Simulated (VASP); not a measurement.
Hf, 2 atoms in the cell. Symmetry: P6_3/mmc, No. 194, hexagonal system. Conventional cell: a = 3.198 Å, b = 3.198 Å, c = 5.081 Å, α = 90.00°, β = 90.00°, γ = 120.00°. Within 4.1 Å of Hf (site symmetry -6m2) lie 12 Hf at 3.14 to 3.20 Å. 

| Item | Value |
| --- | --- |
| Program | VASP 6.6.1 |
| Task | relaxation of shape and atoms at fixed volume |
| Functional | r2SCAN |
| Potentials or basis | VASP PAW PBE potentials, release 64 (Hf_pv) |
| Cutoff | 600 eV |
| k mesh | 16 × 16 × 8 |
| Occupations | gaussian, width 0.05 eV |
| Spin | no spin polarisation |
| Dipole correction | no |
| Further INCAR settings | ALGO = Normal; EDIFF = 1e-07; IBRION = 2; EDIFFG = -0.02; NSW = 60; ISIF = 4 |

Potentials or basis: VASP PAW PBE potentials, release 64 (Hf_pv).

Launch:

```bash
$ cat potpaw_PBE.64/Hf_pv/POTCAR > POTCAR
$ cp INCAR.step1 INCAR
$ mpirun -np 1 vasp_std > vasp.out
$ cp INCAR.step2 INCAR
$ mpirun -np 1 vasp_std > vasp.out
```

Hardware: 1 thread of Intel Xeon 6975P-C (shared host).

Problem. How long does it take, and how much memory?

Solution. Run time: 11 min on 1 thread of Intel Xeon 6975P-C (shared host), peak memory 0.27 GiB. Counts: k points 150, ion steps 2.
